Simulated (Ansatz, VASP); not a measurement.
**AlCo in VASP and in Ansatz**

Contents of INCAR:

```
SYSTEM = AlCo
  PREC = Accurate
  ENCUT = 520
  EDIFF = 1E-7
  ISMEAR = 0
  SIGMA = 0.15
  LREAL = .FALSE.
  LASPH = .TRUE.
  NELM = 150
  ALGO = Fast
  ISIF = 2
  LWAVE = .FALSE.
  LCHARG = .FALSE.
  ISPIN = 2
  MAGMOM = -0.01 0.16
  LORBIT = 11
  LMAXMIX = 4
  GGA = PE
  NBANDS = 17
```

Contents of KPOINTS:

```
Automatic mesh
0
G
  16 16 16
  0 0 0
```

File POSCAR:

```
AlCo
1.0
    2.7066270816      0.0000000000      0.0000000000
    0.0000000000      2.7066270816      0.0000000000
    0.0000000000      0.0000000000      2.7066270816
Al Co
1 1
Direct
    0.0000000000      0.0000000000      0.0000000000
    0.5000000000      0.5000000000      0.5000000000
```

Input for Ansatz:

```yaml
crystal:
  lattice:
    - [2.7066270816, 0.0, 0.0]
    - [0.0, 2.7066270816, 0.0]
    - [0.0, 0.0, 2.7066270816]
  atoms:
    - { symbol: Al, position: [0.0, 0.0, 0.0], spin: -0.01 }
    - { symbol: Co, position: [0.5, 0.5, 0.5], spin: 0.16 }
basis:
  ecutwfc: 420
kpoints:
  mp_grid: { grid: [16, 16, 16] }
hamiltonian:
  xc: pbe
scf:
  occupations: { method: gaussian, width: 0.15 }
output:
  forces: true
  stress: true
  eigenvalues: true
  populations: true
magnetization:
  spin_polarized: true
```

Change from the starting cell: strain -0.040 along x and y, -0.040 along z, atoms carried along.

Alike in both runs: task single point; functional PBE; k mesh 16 × 16 × 16; occupations gaussian, width 0.15 eV; collinear spin.

|  | VASP | Ansatz |
| --- | --- | --- |
| version | VASP 6.6.1 | Ansatz 0.2.0 |
| potentials or method | VASP PAW PBE potentials, release 64 (Al, Co), cutoff 520 eV | scalar-relativistic, plane waves, PAW |
| valence electrons in the cell | 12 | 20 |

```tsv
	VASP	Ansatz	Ansatz less VASP
gap on the k mesh at the Fermi level (eV)	none	none	-
pressure (GPa)	39.3	39.3	+0.03
net moment per atom (μB)	0.00	0.00	0.000
```

A gap of «none» marks a metal or a gap that the smearing closes. Both programs put the cell under a high pressure, so it lies far from rest at this level. With one functional, cell and mesh, what is left measures potentials, basis and numerics. VASP's potentials hold 12 valence electrons a cell and Ansatz's 20, so a difference there can come from the potentials and not from the codes. Ansatz's warnings: seeded moment not kept.
